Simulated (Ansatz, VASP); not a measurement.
Two plane-wave programs on C4F

Contents of INCAR:

```
SYSTEM = C4F
  PREC = Accurate
  ENCUT = 520
  EDIFF = 1E-6
  ISMEAR = 0
  SIGMA = 0.1
  LREAL = .FALSE.
  LASPH = .TRUE.
  NELM = 150
  ALGO = Normal
  ISIF = 2
  LWAVE = .FALSE.
  LCHARG = .FALSE.
  ISPIN = 2
  MAGMOM = 1 1 1 1 1
  LORBIT = 11
  GGA = PE
  IVDW = 12
  NBANDS = 24
```

KPOINTS

```
regular mesh
0
G
  6 6 6
  0 0 0
```

The input POSCAR:

```
C4F
1.0
    3.7312473520      0.0000000000      0.0000000000
    0.0000000000      3.7312473520      0.0000000000
    0.0000000000      0.0000000000      3.7312473520
C F
4 1
Direct
    0.0000000000      0.0000000000      0.0000000000
    0.5000000000      0.5000000000      0.0000000000
    0.5000000000      0.0000000000      0.5000000000
    0.0000000000      0.5000000000      0.5000000000
    0.5000000000      0.5000000000      0.5000000000
```

Input for Ansatz:

```yaml
crystal:
  lattice:
    - [3.731247352, 0.0, 0.0]
    - [0.0, 3.731247352, 0.0]
    - [0.0, 0.0, 3.731247352]
  atoms:
    - { symbol: C, position: [0.0, 0.0, 0.0], spin: 1.0 }
    - { symbol: C, position: [0.5, 0.5, 0.0], spin: 1.0 }
    - { symbol: C, position: [0.5, 0.0, 0.5], spin: 1.0 }
    - { symbol: C, position: [0.0, 0.5, 0.5], spin: 1.0 }
    - { symbol: F, position: [0.5, 0.5, 0.5], spin: 1.0 }
basis:
  ecutwfc: 420
kpoints:
  mp_grid: { grid: [6, 6, 6] }
hamiltonian:
  xc: pbe
  dispersion: d3bj
scf:
  occupations: { method: gaussian, width: 0.1 }
  lower_state_search: "off"
output:
  forces: true
  stress: true
  eigenvalues: true
  populations: true
magnetization:
  spin_polarized: true
```

Change from the starting cell: species swapped into the Ni4N type (Pm-3m, No. 221).

Alike in both runs: task single point; functional PBE; dispersion D3(BJ); k mesh 6 × 6 × 6; occupations gaussian, width 0.1 eV; collinear spin.

|  | VASP | Ansatz |
| --- | --- | --- |
| version | VASP 6.6.1 | Ansatz 0.2.0 |
| potentials or method | VASP PAW PBE potentials, release 64 (C, F), cutoff 520 eV | scalar-relativistic, plane waves, PAW |
| valence electrons in the cell | 23 | 23 |

```csv
,VASP,Ansatz,Ansatz less VASP
gap on the k mesh at the Fermi level (eV),none,none,-
pressure (GPa),-0.3,-0.2,+0.08
net moment per atom (μB),0.00,0.00,0.000
```

A gap of «none» marks a metal or a gap that the smearing closes. Ansatz's warnings: dispersion switch in reach, seeded moment not kept.
